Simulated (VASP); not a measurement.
# Ta4O (P4/mmm) in VASP: further runs

The runs below take Ta4O through single point, with PBEsol, PBEsol+U.

All numbers are computed with VASP 6.6.1; they aren't measurements. Logs are shortened: lines on timing, memory, paths and dates and some standing lists are left out, and cuts for length are marked.

## (1) The cell of the first run

It takes space group P4/mmm (No. 123, tetragonal). Conventional cell: a = 3.257 Å, b = 3.257 Å, c = 7.409 Å, α = 90.00°, β = 90.00°, γ = 90.00°. Within 3.7 Å of Ta (site symmetry 4/mmm) lie 12 Ta at 2.81 to 3.26 Å. Ta (site symmetry 4mm) has 1 O at 2.10 Å within 2.8 Å. Ta (site symmetry 4/mmm) has 4 O at 2.30 Å within 3.0 Å. Within 2.8 Å of O (site symmetry 4/mmm) lie 6 Ta at 2.10 to 2.30 Å.

## (2) Single point, PBEsol

File INCAR:

```
ALGO = Normal
EDIFF = 1E-7
ENCUT = 520
GGA = PS
ISIF = 2
ISMEAR = -1
LASPH = True
LCHARG = True
LELF = True
LREAL = False
LVHAR = True
LWAVE = False
NBANDS = 33
NELM = 100
PREC = Accurate
SIGMA = 0.05
```

File KPOINTS:

```
k-points
0
Gamma
  8 8 4
```

File POSCAR:

```
Ta4O
1.0
    3.2574970000      0.0000000000      0.0000000000
    0.0000000000      3.2574970000      0.0000000000
    0.0000000000      0.0000000000      7.4093410000
Ta O
4 1
Direct
    0.0000000000      0.0000000000      0.0000000000
    0.5000000000      0.5000000000      0.2168420000
    0.5000000000      0.5000000000      0.7831580000
    0.0000000000      0.0000000000      0.5000000000
    0.5000000000      0.5000000000      0.5000000000
```

Potentials or basis: VASP PAW PBE potentials, release 64 (Ta_pv, O).

Run with:

```
cat potpaw_PBE.64/Ta_pv/POTCAR potpaw_PBE.64/O/POTCAR > POTCAR
mpirun -np 1 vasp_std > vasp.out
```

OUTCAR:

```text
EDIFF = 1E-7
   ENCUT = 520
   GGA = PS
   ISIF = 2
   ISMEAR = -1
   LASPH = True
   LREAL = False
   NELM = 100
   PREC = Accurate

 ion  position               nearest neighbor table
   1  0.000  0.000  0.000-   2 2.81   3 2.81   2 2.81   3 2.81   2 2.81   3 2.81   2 2.81   3 2.81

   2  0.500  0.500  0.217-   5 2.10   1 2.81   1 2.81   1 2.81   1 2.81   4 3.12   4 3.12   4 3.12
                             4 3.12   3 3.21
   3  0.500  0.500  0.783-   5 2.10   1 2.81   1 2.81   1 2.81   1 2.81   4 3.12   4 3.12   4 3.12
                             4 3.12   2 3.21
   4  0.000  0.000  0.500-   5 2.30   5 2.30   5 2.30   5 2.30   3 3.12   3 3.12   2 3.12   3 3.12
                             2 3.12   2 3.12   3 3.12   2 3.12
   5  0.500  0.500  0.500-   2 2.10   3 2.10   4 2.30   4 2.30   4 2.30   4 2.30

  LATTYP: Found a simple tetragonal cell.
 ALAT       =     3.2574970000
 C/A-ratio  =     2.2745503680

  Lattice vectors:

 A1 = (   3.2574970000,   0.0000000000,   0.0000000000)
 A2 = (   0.0000000000,   3.2574970000,   0.0000000000)
 A3 = (   0.0000000000,   0.0000000000,   7.4093410000)

Analysis of symmetry for initial positions (statically):
=====================================================================
 Subroutine PRICEL returns:
 Original cell was already a primitive cell.

 Routine SETGRP: Setting up the symmetry group for a
 simple tetragonal supercell.

 Subroutine GETGRP returns: Found 16 space group operations
 (whereof 16 operations were pure point group operations)
 out of a pool of 16 trial point group operations.

The static configuration has the point symmetry D_4h.

Analysis of symmetry for dynamics (positions and initial velocities):
=====================================================================
 Subroutine PRICEL returns:
 Original cell was already a primitive cell.

 Routine SETGRP: Setting up the symmetry group for a
 simple tetragonal supercell.

 Subroutine GETGRP returns: Found 16 space group operations
 (whereof 16 operations were pure point group operations)
 out of a pool of 16 trial point group operations.

The dynamic configuration has the point symmetry D_4h.

 Subroutine INISYM returns: Found 16 space group operations
 (whereof 16 operations are pure point group operations),
 and found     1 'primitive' translations

----------------------------------------------------------------------------------------

                                     Primitive cell

  volume of cell :      78.6226

[... 90 lines left out ...]
   LSORBIT =      F    spin-orbit coupling
   LASPH  =      T    aspherical Exc in radial PAW
   ENCUT  =  520.0 eV  38.22 Ry    6.18 a.u.   6.06  6.06 13.78*2*pi/ulx,y,z
   NELM   =    100;   NELMIN=  2; NELMDL= -5     # of ELM steps
   EDIFF  = 0.1E-06   stopping-criterion for ELM
   LREAL  =      F    real-space projection
   EDIFFG = 0.1E-05   stopping-criterion for IOM
   NSW    =      0    number of steps for IOM
   IBRION =     -1    ionic relax: 0-MD 1-quasi-New 2-CG
   NFREE  =      0    steps in history (QN), initial steepest desc. (CG)
   ISIF   =      2    stress and relaxation
   ISYM   =      2    0-nonsym 1-usesym 2-fastsym
   POTIM  = 0.5000    time-step for ionic-motion
   TEBEG  =    0.0;   TEEND  =   0.0 temperature during run
   PSTRESS=    0.0 pullay stress
   NELECT =      50.0000    total number of electrons
   NUPDOWN=      -1.0000    fix difference up-down
   EMIN   =  10.00;   EMAX   =-10.00  energy-range for DOS
   EFERMI =   0.00;   METHOD = LEGACY
   ISMEAR =    -1;   SIGMA  =   0.05  broadening in eV -4-tet -1-fermi 0-gaus
   EFERMI_NEDOS =   21; number of points for ismear=-14 and -15
   IALGO  =     38    algorithm
   IMIX   =      4    mixing-type and parameters
     AMIX     =   0.40;   BMIX     =  1.00
     AMIX_MAG =   1.60;   BMIX_MAG =  1.00
  volume/ion in A,a.u.               =      15.72       106.11
  Fermi-wavevector in a.u.,A,eV,Ry     =   1.407826  2.660405 26.966391  1.981974
  Thomas-Fermi vector in A             =   2.530046
   LORBIT       =      0    0 simple, 1 ext, 2 COOP (PROOUT), +10 PAW based schemes
   GGA     = PS    functional components
   LHFCALC =     F    Hartree Fock is set to
   AEXX    =    0.0000 exact exchange contribution
   IVDW    =     0    specifies the selected vdW correction
   LEPSILON=     F    determine dielectric tensor
   LRPA    =     F    only Hartree local field effects (RPA)
 non-spin polarized calculation
  energy-cutoff  :      520.00
  volume of cell :       78.62
 maximum number of plane-waves:      2144
   NGX = 13   NGY = 13   NGZ = 27

 number of electron      50.0000004 magnetization

 Free energy of the ion-electron system (eV)
  ---------------------------------------------------
  ext. energy  EPLUGINS =         0.00000000
  ---------------------------------------------------
  free energy    TOTEN  =       -58.50188399 eV

  energy without entropy =      -58.48391386  energy(sigma->0) =      -58.49289893

 E-fermi :   6.2549     XC(G=0): -12.7298

 val. band max:        6.2538872453   @ k =   0.5000   0.2500   0.0000
 cond. band min:       6.2935798458   @ k =   0.5000   0.5000   0.5000
 fundamental gap:      0.0396926005
 Fermi energy:         6.2549437124

 k-point     1 :       0.0000    0.0000    0.0000
  band No.  band energies     occupation
      1     -29.3377      2.00000
      2     -29.3377      2.00000
      3     -28.9320      2.00000
      4     -28.3318      2.00000
      5     -28.2112      2.00000
      6     -27.9959      2.00000
[... 853 lines left out ...]
     32       9.7511      0.00000
     33      10.1773      0.00000

 [... further k-points ...]
[... 5 lines left out ...]
  --------------------------------------------------------------------------------------
  -------------------------------------------------------------------------------------
  Total       -3.7551692     -3.7551692     -3.9588664      0.0000000     -0.0000000     -0.0000000
  in kB      -76.5230844    -76.5230844    -80.6740387      0.0000000     -0.0000000     -0.0000000
  external PRESSURE =     -77.9067358 kB  Pullay stress =       0.0000000 kB

 VOLUME and BASIS-vectors are now :
 -----------------------------------------------------------------------------
  energy-cutoff  :      520.00
  volume of cell :       78.62
      direct lattice vectors                 reciprocal lattice vectors
     3.257497000  0.000000000  0.000000000     0.306984166  0.000000000  0.000000000
     0.000000000  3.257497000  0.000000000     0.000000000  0.306984166  0.000000000
     0.000000000  0.000000000  7.409341000     0.000000000  0.000000000  0.134964769

 POSITION                                       TOTAL-FORCE (eV/Angst)
 -----------------------------------------------------------------------------------
      0.00000      0.00000      0.00000        -0.000000     -0.000000      0.000000
      1.62875      1.62875      1.60666         0.000000      0.000000     -0.011145
      1.62875      1.62875      5.80268        -0.000000     -0.000000      0.011145
      0.00000      0.00000      3.70467        -0.000000     -0.000000      0.000000
      1.62875      1.62875      3.70467        -0.000000     -0.000000      0.000000
 -----------------------------------------------------------------------------------
    total drift:                                0.000000     -0.000000      0.000000

  FREE ENERGIE OF THE ION-ELECTRON SYSTEM (eV)
  ---------------------------------------------------
  free  energy   TOTEN  =       -58.5018839904 eV

  energy  without entropy=      -58.4839138647  energy(sigma->0) =      -58.49289893
```

OSZICAR:

```text
N       E                     dE             d eps       ncg     rms          rms(c)
DAV:   1     0.488149389487E+03    0.48815E+03   -0.27620E+04  2970   0.159E+03
DAV:   2    -0.370672185104E+02   -0.52522E+03   -0.50912E+03  3332   0.466E+02
DAV:   3    -0.625383428351E+02   -0.25471E+02   -0.24813E+02  3712   0.945E+01
DAV:   4    -0.630758165508E+02   -0.53747E+00   -0.53164E+00  3689   0.131E+01
DAV:   5    -0.630901165087E+02   -0.14300E-01   -0.14266E-01  3865   0.165E+00    0.306E+01
DAV:   6    -0.602109128065E+02    0.28792E+01   -0.27395E+01  3856   0.348E+01    0.151E+01
DAV:   7    -0.596174252319E+02    0.59349E+00   -0.18877E+01  3975   0.175E+01    0.106E+01
DAV:   8    -0.585453425321E+02    0.10721E+01   -0.36972E+00  3763   0.112E+01    0.261E+00
DAV:   9    -0.585042687146E+02    0.41074E-01   -0.41630E-01  3770   0.408E+00    0.714E-01
DAV:  10    -0.585028654845E+02    0.14032E-02   -0.28604E-02  3693   0.115E+00    0.420E-01
DAV:  11    -0.585021717056E+02    0.69378E-03   -0.68305E-03  4011   0.566E-01    0.108E-01
DAV:  12    -0.585019077393E+02    0.26397E-03   -0.16381E-03  3842   0.287E-01    0.493E-02
DAV:  13    -0.585019086822E+02   -0.94287E-06   -0.28796E-04  3963   0.940E-02    0.330E-02
DAV:  14    -0.585018844635E+02    0.24219E-04   -0.11451E-04  3911   0.667E-02    0.597E-03
DAV:  15    -0.585018842720E+02    0.19154E-06   -0.60601E-06  3667   0.140E-02    0.277E-03
DAV:  16    -0.585018839974E+02    0.27460E-06   -0.39844E-07  3306   0.378E-03    0.129E-03
DAV:  17    -0.585018839904E+02    0.69913E-08   -0.50117E-08  2136   0.146E-03
   1 F= -.58501884E+02 E0= -.58492899E+02  d E =-.179701E-01
```

stdout:

```text
POSCAR found type information on POSCAR TaO
 POSCAR found :  2 types and       5 ions
 scaLAPACK will be used
 -----------------------------------------------------------------------------
|                                                                             |
|                                                                             |
|     You enforced a specific xc type in the INCAR file but a different       |
|     I HOPE YOU KNOW WHAT YOU ARE DOING!                                     |
|                                                                             |
 -----------------------------------------------------------------------------

 LDA part: xc-table for (Slater+PW92), standard interpolation
 POSCAR, INCAR and KPOINTS ok, starting setup
 FFT: planning ... GRIDC
 FFT: planning ... GRID_SOFT
 FFT: planning ... GRID
 WAVECAR not read
 entering main loop
```

It took 49 s on 1 thread of Intel Xeon Platinum 8559C (Emerald Rapids), shared host; peak memory 0.23 GiB.

What came out:

```yaml
Free_energy: -58.5019 eV
Pressure: -7.8 GPa
Largest_force: 0.011 eV/Å
Band_gap_on_the_k_mesh: zero (band 25 reaches 6.62 eV, above the bottom of band 26 at 5.81 eV)
```

Forces on the atoms (eV/Å):
```
Ta   0.000  0.000  0.000
Ta   0.000  0.000 -0.011
Ta   0.000  0.000  0.011
Ta   0.000  0.000  0.000
O    0.000  0.000  0.000
```

Levels at points of the mesh, in eV from the Fermi level:
```
           k point  band 23  band 24  band 25  band 26  band 27  band 28
(0.00, 0.00, 0.00)    -0.48    -0.48    -0.28     0.45     1.03     1.03
(0.50, 0.00, 0.00)    -0.92    -0.66     0.20     0.87     0.91     1.33
(0.50, 0.50, 0.00)    -1.49    -0.65    -0.65     1.56     2.35     2.76
(0.00, 0.00, 0.50)    -0.55    -0.55     0.07     0.68     0.68     0.70
(0.50, 0.00, 0.50)    -1.01    -0.63    -0.44     0.97     1.30     1.55
(0.50, 0.50, 0.50)    -1.69     0.04     0.04     1.55     1.92     1.92
```

Caveat: the PAW data sets were made with another functional, which shifts forces and pressure a little; spin-orbit coupling is left out, which moves the levels of the heavy elements.

(Continued in part 2 of 3.)
